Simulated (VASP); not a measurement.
# HfB: single point with LDA

Crystal: HfB.

```
CELL_PARAMETERS angstrom
0.00000 2.27878 2.27878
2.27878 0.00000 2.27878
2.27878 2.27878 0.00000
ATOMIC_POSITIONS crystal
Hf 0.50000 0.50000 0.50000
B 0.00000 0.00000 0.00000
```

* Program: VASP 6.6.1
* Task: single point
* Functional: LDA
* Potentials or basis: VASP PAW LDA potentials, release 64 (Hf_pv, B)
* Cutoff: 520 eV
* k mesh: 10 × 10 × 10
* Occupations: fermi-dirac, width 0.05 eV
* Spin: no spin polarisation
* Dipole correction: no
* Further INCAR settings: ALGO = Normal; EDIFF = 1e-07; NBANDS = 14

```yaml
Pressure: 31.3 GPa
```

Levels at points of the mesh, in eV from the Fermi level:
```tsv
k point	band 5	band 6	band 7	band 8	band 9	band 10
(0.00, 0.00, 0.00)	2.18	2.18	2.18	4.10	4.10	4.10
(0.50, 0.00, 0.00)	-3.65	-1.46	-1.46	6.72	6.72	7.87
(0.50, 0.50, 0.00)	-1.23	-0.63	2.58	2.58	6.48	8.17
```

Run time: 5.4 s on 1 thread of Intel(R) Xeon(R) 6975P-C (Granite Rapids), on a shared host, peak memory 0.13 GiB.

Caveat: spin-orbit coupling is left out, which moves the levels of the heavy elements.
